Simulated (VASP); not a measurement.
# LiGeH3 (P4mm) in VASP: a series of runs

LiGeH3 is run at these levels: PBE; tasks: single point, relaxation of cell and atoms.

Everything below comes from runs of VASP 6.6.1. Logs are shortened: lines on timing, memory, paths and dates and some standing lists are left out, and cuts for length are marked.

## 1. The cell of the first run

The structure is tetragonal, space group P4mm (No. 99). The conventional cell has a = 3.427 Å, b = 3.427 Å, c = 4.560 Å, α = 90.00°, β = 90.00°, γ = 90.00°. Li (site symmetry 4mm) has 12 H at 2.52 to 2.87 Å and 4 Ge at 2.72 Å within 3.3 Å. Ge (site symmetry 4mm) has 5 H at 1.91 to 2.00 Å within 2.5 Å. H (site symmetry 2mm) has 2 Ge at 2.00 Å and 6 H at 2.35 to 2.42 Å within 2.7 Å. H (site symmetry 4mm) has 1 Ge at 1.91 Å and 4 H at 2.35 Å within 2.5 Å.

## 2. Single point, PBE

File INCAR:

```
SYSTEM = LiGeH3
ALGO     = Normal         ! electronic algorithm
EDIFF    = 1E-6           ! SCF threshold, eV
ENCUT    = 520            ! plane-wave cutoff, eV
GGA      = PE             ! functional
ISIF     = 2              ! what is computed and relaxed
ISMEAR   = 0              ! smearing method
LASPH    = .True.         ! aspherical terms in the spheres
LCHARG   = .False.        ! write CHGCAR
LREAL    = .False.        ! projectors in reciprocal space
LWAVE    = .False.        ! write WAVECAR
NBANDS   = 18             ! bands
NELM     = 60             ! most SCF steps
PREC     = Accurate       ! precision mode
SIGMA    = 0.1            ! smearing width, eV
```

File KPOINTS:

```
k-points
0
Gamma
  6 6 4
  0 0 0
```

File POSCAR:

```
LiGeH3
1.0
    3.4270927100      0.0000000000      0.0000000000
    0.0000000000      3.4270927100      0.0000000000
    0.0000000000      0.0000000000      4.5600676300
Li Ge H
1 1 3
Direct
    0.5000000000      0.5000000000      0.6995421100
    0.0000000000      0.0000000000      0.9686971300
    0.5000000000      0.0000000000      0.1954655900
    0.0000000000      0.5000000000      0.1954655900
    0.0000000000      0.0000000000      0.5490295900
```

Potentials or basis: VASP PAW PBE potentials, release 64 (Li_sv, Ge_d, H).

The run is started by

```console
$ cat potpaw_PBE.64/Li_sv/POTCAR potpaw_PBE.64/Ge_d/POTCAR potpaw_PBE.64/H/POTCAR > POTCAR
$ mpirun -np 1 vasp_std > vasp.out
```

OUTCAR:

```text
SYSTEM = LiGeH3
   EDIFF = 1E-6
   ENCUT = 520
   GGA = PE
   ISIF = 2
   ISMEAR = 0
   LASPH = .True.
   LREAL = .False.
   NELM = 60
   PREC = Accurate

 ion  position               nearest neighbor table
   1  0.500  0.500  0.700-   2 2.72   2 2.72   2 2.72   2 2.72
   2  0.000  0.000  0.969-   1 2.72   1 2.72   1 2.72   1 2.72
   3  0.500  0.000  0.195-
   4  0.000  0.500  0.195-
   5  0.000  0.000  0.549-

  LATTYP: Found a simple tetragonal cell.
 ALAT       =     3.4270927100
 C/A-ratio  =     1.3305936010

  Lattice vectors:

 A1 = (   3.4270927100,   0.0000000000,   0.0000000000)
 A2 = (   0.0000000000,   3.4270927100,   0.0000000000)
 A3 = (   0.0000000000,   0.0000000000,   4.5600676300)

Analysis of symmetry for initial positions (statically):
=====================================================================
 Subroutine PRICEL returns:
 Original cell was already a primitive cell.

 Routine SETGRP: Setting up the symmetry group for a
 simple tetragonal supercell.

 Subroutine GETGRP returns: Found  8 space group operations
 (whereof  8 operations were pure point group operations)
 out of a pool of 16 trial point group operations.

The static configuration has the point symmetry C_4v.

Analysis of symmetry for dynamics (positions and initial velocities):
=====================================================================
 Subroutine PRICEL returns:
 Original cell was already a primitive cell.

 Routine SETGRP: Setting up the symmetry group for a
 simple tetragonal supercell.

 Subroutine GETGRP returns: Found  8 space group operations
 (whereof  8 operations were pure point group operations)
 out of a pool of 16 trial point group operations.

The dynamic configuration has the point symmetry C_4v.

 Subroutine INISYM returns: Found  8 space group operations
 (whereof  8 operations are pure point group operations),
 and found     1 'primitive' translations

----------------------------------------------------------------------------------------

                                     Primitive cell

  volume of cell :      53.5578

  direct lattice vectors                    reciprocal lattice vectors
     3.427092710  0.000000000  0.000000000     0.291792515  0.000000000  0.000000000
     0.000000000  3.427092710  0.000000000     0.000000000  0.291792515  0.000000000
     0.000000000  0.000000000  4.560067630     0.000000000  0.000000000  0.219294993

  length of vectors
     3.427092710  3.427092710  4.560067630     0.291792515  0.291792515  0.219294993

  position of ions in fractional coordinates (direct lattice)
     0.500000000  0.500000000  0.699542110
     0.000000000  0.000000000  0.968697130
     0.500000000  0.000000000  0.195465590
     0.000000000  0.500000000  0.195465590
     0.000000000  0.000000000  0.549029590

  ion indices of the primitive-cell ions
   primitive index   ion index
                 1           1
                 2           2
                 3           3
                 4           4
                 5           5

----------------------------------------------------------------------------------------

 KPOINTS: k-points

Automatic generation of k-mesh.
 Grid dimensions read from file:
 generate k-points for:    6    6    4

 Generating k-lattice:

  Cartesian coordinates                     Fractional coordinates (reciprocal lattice)
     0.048632086  0.000000000  0.000000000     0.166666667  0.000000000  0.000000000
     0.000000000  0.048632086  0.000000000     0.000000000  0.166666667  0.000000000
     0.000000000  0.000000000  0.054823748     0.000000000  0.000000000  0.250000000

  Length of vectors
     0.048632086  0.048632086  0.054823748

  Shift w.r.t. Gamma in fractional coordinates (k-lattice)
     0.000000000  0.000000000  0.000000000

 Subroutine IBZKPT returns following result:
 ===========================================

 Found     30 irreducible k-points:

 Following reciprocal coordinates:
            Coordinates               Weight
  0.000000  0.000000  0.000000      1.000000
  0.166667  0.000000  0.000000      4.000000
  0.333333  0.000000  0.000000      4.000000
  0.500000  0.000000  0.000000      2.000000
  0.166667  0.166667  0.000000      4.000000
  0.333333  0.166667  0.000000      8.000000
[... 16 lines left out ...]
  0.333333  0.000000  0.500000      4.000000
  0.500000  0.000000  0.500000      2.000000
 [... further k-points ...]
   k-points           NKPTS =     30   k-points in BZ     NKDIM =     30   number of bands    NBANDS=     18
   number of dos      NEDOS =    301   number of ions     NIONS =      5
   total plane-waves  NPLWV =  28224
   dimension x,y,z NGX =    28 NGY =   28 NGZ =   36
   dimension x,y,z NGXF=    56 NGYF=   56 NGZF=   72
   ions per type =               1   1   3
   NGX,Y,Z   is equivalent  to a cutoff of  13.58, 13.58, 13.12 a.u.
   NGXF,Y,Z  is equivalent  to a cutoff of  27.17, 27.17, 26.25 a.u.
 SYSTEM =  LiGeH3
   PREC   = accura    normal or accurate (medium, high low for compatibility)
   ISTART =      0    job   : 0-new  1-cont  2-samecut
   ICHARG =      2    charge: 1-file 2-atom 10-const
   ISPIN  =      1    spin polarized calculation?
   LNONCOLLINEAR =      F non collinear calculations
   LSORBIT =      F    spin-orbit coupling
   LASPH  =      T    aspherical Exc in radial PAW
   ENCUT  =  520.0 eV  38.22 Ry    6.18 a.u.   6.37  6.37  8.48*2*pi/ulx,y,z
   NELM   =     60;   NELMIN=  2; NELMDL= -5     # of ELM steps
   EDIFF  = 0.1E-05   stopping-criterion for ELM
   LREAL  =      F    real-space projection
   EDIFFG = 0.1E-04   stopping-criterion for IOM
   NSW    =      0    number of steps for IOM
   IBRION =     -1    ionic relax: 0-MD 1-quasi-New 2-CG
   NFREE  =      0    steps in history (QN), initial steepest desc. (CG)
   ISIF   =      2    stress and relaxation
   ISYM   =      2    0-nonsym 1-usesym 2-fastsym
   POTIM  = 0.5000    time-step for ionic-motion
   TEBEG  =    0.0;   TEEND  =   0.0 temperature during run
   PSTRESS=    0.0 pullay stress
   NELECT =      20.0000    total number of electrons
   NUPDOWN=      -1.0000    fix difference up-down
   EMIN   =  10.00;   EMAX   =-10.00  energy-range for DOS
   EFERMI =   0.00;   METHOD = LEGACY
   ISMEAR =     0;   SIGMA  =   0.10  broadening in eV -4-tet -1-fermi 0-gaus
   EFERMI_NEDOS =   21; number of points for ismear=-14 and -15
   IALGO  =     38    algorithm
   IMIX   =      4    mixing-type and parameters
     AMIX     =   0.40;   BMIX     =  1.00
     AMIX_MAG =   1.60;   BMIX_MAG =  1.00
  volume/ion in A,a.u.               =      10.71        72.29
  Fermi-wavevector in a.u.,A,eV,Ry     =   1.178901  2.227799 18.909465  1.389806
  Thomas-Fermi vector in A             =   2.315221
   LORBIT       =      0    0 simple, 1 ext, 2 COOP (PROOUT), +10 PAW based schemes
   GGA     = PE    functional components
   LHFCALC =     F    Hartree Fock is set to
   AEXX    =    0.0000 exact exchange contribution
   IVDW    =     0    specifies the selected vdW correction
   LEPSILON=     F    determine dielectric tensor
   LRPA    =     F    only Hartree local field effects (RPA)
 non-spin polarized calculation
 Gauss-broadening in eV      SIGMA  =   0.10
  energy-cutoff  :      520.00
  volume of cell :       53.56
 maximum number of plane-waves:      1459
 NGX is ok and might be reduce to    28
   NGX = 13   NGY = 13   NGZ = 17

 number of electron      20.0000006 magnetization

 Free energy of the ion-electron system (eV)
  ---------------------------------------------------
  ext. energy  EPLUGINS =         0.00000000
  ---------------------------------------------------
  free energy    TOTEN  =       -13.88389757 eV

  energy without entropy =      -13.87823723  energy(sigma->0) =      -13.88106740

 E-fermi :   2.8478     XC(G=0):  -8.9296

 val. band max:        2.8400550337   @ k =   0.3333   0.0000   0.5000
 cond. band min:       2.8774451685   @ k =   0.5000   0.0000   0.2500
 fundamental gap:      0.0373901348
 Fermi energy:         2.8478113912

 k-point     1 :       0.0000    0.0000    0.0000
  band No.  band energies     occupation
      1     -44.8804      2.00000
      2     -21.8720      2.00000
      3     -21.8614      2.00000
      4     -21.8495      2.00000
      5     -21.8495      2.00000
      6     -21.8420      2.00000
[... 10 lines left out ...]
     17      12.3806      0.00000
     18      13.0432      0.00000

 k-point     2 :       0.1667    0.0000    0.0000
  band No.  band energies     occupation
      1     -44.8800      2.00000
      2     -21.8674      2.00000
      3     -21.8583      2.00000
      4     -21.8523      2.00000
      5     -21.8493      2.00000
      6     -21.8440      2.00000
[... 10 lines left out ...]
     17      12.5365      0.00000
     18      13.0275      0.00000

 k-point     3 :       0.3333    0.0000    0.0000
  band No.  band energies     occupation
      1     -44.8791      2.00000
      2     -21.8641      2.00000
      3     -21.8585      2.00000
      4     -21.8489      2.00000
      5     -21.8480      2.00000
      6     -21.8457      2.00000
[... 10 lines left out ...]
     17      12.0743      0.00000
     18      14.5681      0.00000

 k-point     4 :       0.5000    0.0000    0.0000
  band No.  band energies     occupation
      1     -44.8787      2.00000
      2     -21.8634      2.00000
      3     -21.8614      2.00000
      4     -21.8500      2.00000
      5     -21.8487      2.00000
      6     -21.8386      2.00000
[... 375 lines left out ...]
      4     -21.8525      2.00000
      5     -21.8495      2.00000
      6     -21.8440      2.00000
[... 10 lines left out ...]
     17      11.6544      0.00000
     18      13.1209      0.00000

 k-point    23 :       0.3333    0.0000    0.5000
  band No.  band energies     occupation
      1     -44.8791      2.00000
      2     -21.8631      2.00000
      3     -21.8589      2.00000
      4     -21.8491      2.00000
      5     -21.8480      2.00000
      6     -21.8443      2.00000
[... 10 lines left out ...]
     17      12.8341      0.00000
     18      13.2418      0.00000

 k-point    24 :       0.5000    0.0000    0.5000
  band No.  band energies     occupation
      1     -44.8787      2.00000
      2     -21.8622      2.00000
      3     -21.8619      2.00000
      4     -21.8500      2.00000
      5     -21.8489      2.00000
      6     -21.8374      2.00000
[... 10 lines left out ...]
     17      13.0549      0.00000
     18      13.3922      0.00000

 [... further k-points ...]
[... 5 lines left out ...]
  --------------------------------------------------------------------------------------
  -------------------------------------------------------------------------------------
  Total        1.2425354      1.2425354     -3.2566562      0.0000000      0.0000000      0.0000000
  in kB       37.1703260     37.1703260    -97.4225542      0.0000000      0.0000000      0.0000000
  external PRESSURE =      -7.6939674 kB  Pullay stress =       0.0000000 kB

 VOLUME and BASIS-vectors are now :
 -----------------------------------------------------------------------------
  energy-cutoff  :      520.00
  volume of cell :       53.56
      direct lattice vectors                 reciprocal lattice vectors
     3.427092710  0.000000000  0.000000000     0.291792515  0.000000000  0.000000000
     0.000000000  3.427092710  0.000000000     0.000000000  0.291792515  0.000000000
     0.000000000  0.000000000  4.560067630     0.000000000  0.000000000  0.219294993

 POSITION                                       TOTAL-FORCE (eV/Angst)
 -----------------------------------------------------------------------------------
      1.71355      1.71355      3.18996         0.000000      0.000000     -0.763359
      0.00000      0.00000      4.41732        -0.000000      0.000000      2.790081
      1.71355      0.00000      0.89134         0.000000      0.000000     -1.016743
      0.00000      1.71355      0.89134         0.000000      0.000000     -1.016743
      0.00000      0.00000      2.50361         0.000000      0.000000      0.006764
 -----------------------------------------------------------------------------------
    total drift:                               -0.000000     -0.000000     -0.001425

  FREE ENERGIE OF THE ION-ELECTRON SYSTEM (eV)
  ---------------------------------------------------
  free  energy   TOTEN  =       -13.8838975668 eV

  energy  without entropy=      -13.8782372307  energy(sigma->0) =      -13.88106740
```

It took 26 s on 1 thread of Intel Xeon Platinum 8488C (Sapphire Rapids), shared host; peak memory 0.18 GiB.

Results:

```
Free energy            : -13.8839 eV
Largest force          : 2.790 eV/Å
Band gap on the k mesh : zero (band 10 reaches 4.60 eV, above the bottom of band 11 at 2.43 eV)
```

Forces in eV/Å, atoms in the order of the input:
```
Li   0.000  0.000 -0.763
Ge   0.000  0.000  2.790
H    0.000  0.000 -1.017
H    0.000  0.000 -1.017
H    0.000  0.000  0.007
```

Caveat: the cutoff is under 1.25 times the usual one of these potentials, so pressure, stress and relaxed cells hold a basis-set (Pulay) error; forces of over 1 eV/Å act on the atoms, so gaps and moduli don't describe the material at rest.

[end of part 1 of 3]
